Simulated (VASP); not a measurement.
A run of VASP 6.6.1 is set up as follows.

POSCAR

```
Zn
1.0
    0.0000000000      1.9777881408      1.9777881408
    1.9777881408      0.0000000000      1.9777881408
    1.9777881408      1.9777881408      0.0000000000
Zn
1
Direct
    0.0000000000      0.0000000000      0.0000000000
```

File INCAR.step1:

```
PREC     = Accurate       # precision mode
ENCUT    = 520            # plane-wave cutoff, eV
EDIFF    = 1E-5           # SCF threshold, eV
ISMEAR   = -1             # smearing method
SIGMA    = 0.05           # smearing width, eV
LREAL    = False          # projectors in reciprocal space
LASPH    = True           # aspherical terms in the spheres
NELM     = 80             # most SCF steps
ALGO     = Normal         # electronic algorithm
ISIF     = 2              # what is computed and relaxed
LWAVE    = True           # write WAVECAR
LCHARG   = False          # write CHGCAR
NBANDS   = 12             # bands
GGA      = PE             # functional
```

Contents of INCAR.step2:

```
PREC     = Accurate       # precision mode
ENCUT    = 520            # plane-wave cutoff, eV
EDIFF    = 1E-6           # SCF threshold, eV
ISMEAR   = -1             # smearing method
SIGMA    = 0.05           # smearing width, eV
LREAL    = False          # projectors in reciprocal space
LASPH    = True           # aspherical terms in the spheres
NELM     = 80             # most SCF steps
ALGO     = Normal         # electronic algorithm
ISIF     = 2              # what is computed and relaxed
LWAVE    = False          # write WAVECAR
LCHARG   = False          # write CHGCAR
GGA      = PE             # functional
LHFCALC  = True           # exact exchange
AEXX     = 0.25           # exact-exchange fraction
PRECFOCK = Normal       
NBANDS   = 12             # bands
ISTART   = 1
```

Contents of KPOINTS:

```
Automatic mesh
0
Gamma
  6 6 6
```

Potentials or basis: VASP PAW PBE potentials, release 64 (Zn).

The run is started by

```sh
$ cat potpaw_PBE.64/Zn/POTCAR > POTCAR
$ cp INCAR.step1 INCAR
$ mpirun -np 1 vasp_std > vasp.out
$ cp INCAR.step2 INCAR
$ mpirun -np 1 vasp_std > vasp.out
```

**Question.** Estimate the band gap on the k mesh.

**Answer.** Zero (band 6 reaches 3.78 eV, above the bottom of band 7 at 1.10 eV).

**Question.** Estimate the pressure.

**Answer.** -2.4 GPa.

Caveat: the k points lie up to 0.46 Å⁻¹ apart; the PAW data sets were made with another functional, which shifts forces and pressure a little.
